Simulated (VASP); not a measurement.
Here is a VASP 6.6.1 calculation.

INCAR

```
PREC = Accurate
ENCUT = 520
EDIFF = 1E-6
ISMEAR = 0
SIGMA = 0.1
LREAL = F
LASPH = T
NELM = 100
ALGO = Normal
ISIF = 2
LWAVE = F
LCHARG = F
GGA = PE
NBANDS = 27
```

File KPOINTS:

```
regular mesh
0
Gamma
  12 12 8
```

POSCAR

```
NaLuSbH
1.0
    4.1323119802      0.0000000000      0.0000000000
    0.0000000000      4.1323119802      0.0000000000
    0.0000000000      0.0000000000      5.7593275005
Na Lu Sb H
1 1 1 1
Direct
    0.0000000000      0.0000000000      0.0000000000
    0.5000000000      0.5000000000      0.5000000000
    0.5000000000      0.5000000000      0.0000000000
    0.0000000000      0.0000000000      0.5000000000
```

Potentials or basis: VASP PAW PBE potentials, release 64 (Na_pv, Lu, Sb, H).

Launch:

```console
$ cat potpaw_PBE.64/Na_pv/POTCAR potpaw_PBE.64/Lu/POTCAR potpaw_PBE.64/Sb/POTCAR potpaw_PBE.64/H/POTCAR > POTCAR
$ mpirun -np 1 vasp_std > vasp.out
```

Q: Estimate the pressure.

A: 0.1 GPa.

Q: Predict the band gap on the k mesh.

A: Zero (band 19 reaches 3.31 eV, above the bottom of band 20 at 2.60 eV).

Stress tensor (GPa, compression positive):
```
0.01 0.00 0.00
0.00 0.01 0.00
0.00 0.00 0.19
```

Caveat: spin-orbit coupling is left out, which moves the levels of the heavy elements.
